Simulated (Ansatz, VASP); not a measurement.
AgCl in VASP and in Ansatz

```
Ag Cl
1.0
     3.66543    0.00000    0.00000
     0.00000    0.00000   -3.84393
    -1.83272    5.44316    0.00000
Ag Cl
2 2
Direct
  0.60344 0.25000 0.20689
  0.39656 0.75000 0.79311
  0.13455 0.75000 0.26910
  0.86545 0.25000 0.73090
```

Alike in both runs: task single point; functional PBE; k mesh 8 × 8 × 8; occupations gaussian, width 0.05 eV; no spin polarisation.

```csv
,VASP,Ansatz
version,VASP 6.6.1,Ansatz 0.2.0
potentials or method,"VASP PAW PBE potentials, release 64 (Ag, Cl), cutoff 520 eV","scalar-relativistic, plane waves, PAW"
valence electrons in the cell,36,52
```

VASP gave:

| Property | Result |
| --- | --- |
| gap on the k mesh at the Fermi level (eV) | 0.46 |
| pressure (GPa) | 5.6 |
| traceless stress, the component that is largest in VASP (GPa) | -0.77 |
| rms of the force components (eV/Å) | 0.024 |

Q: Estimate Ansatz's values.

A: gap on the k mesh at the Fermi level (eV): 0.46; pressure (GPa): 5.7; traceless stress, the component that is largest in VASP (GPa): -0.82; rms of the force components (eV/Å): 0.026.

Atom by atom the forces differ by 0.002 eV/Å (rms over components). VASP's potentials hold 36 valence electrons a cell and Ansatz's 52, so a difference there can come from the potentials and not from the codes.
